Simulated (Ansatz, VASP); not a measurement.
# Two plane-wave programs on BaF2

```xyz
3
Lattice="0.0000 3.1129 3.1129 3.1129 0.0000 3.1129 3.1129 3.1129 0.0000" Properties=species:S:1:pos:R:3 pbc="T T T"
Ba    0.0000    0.0000    0.0000
F     1.5564    1.5564    1.5564
F     4.6693    4.6693    4.6693
```

Alike in both runs: task relaxation of cell and atoms; functional PBE; k mesh 6 × 6 × 6; occupations gaussian, width 0.02 eV; no spin polarisation.

```csv
,VASP,Ansatz
version,VASP 6.6.1,Ansatz 0.2.0
potentials or method,"VASP PAW PBE potentials, release 64 (Ba_sv, F), cutoff 600 eV","scalar-relativistic, plane waves, PAW"
valence electrons in the cell,24,24
```

|  | VASP | Ansatz | Ansatz less VASP |
| --- | --- | --- | --- |
| gap on the k mesh at the Fermi level, each at its own relaxed structure (eV) | 6.60 | 6.75 | +0.152 |
| relaxed volume (Å³/atom) | 20.66 | 20.29 | -0.368 |
| relaxed cell length with the largest relative difference (Å) | 4.442 | 4.416 | -0.0265 |

Spin-orbit coupling is off throughout.
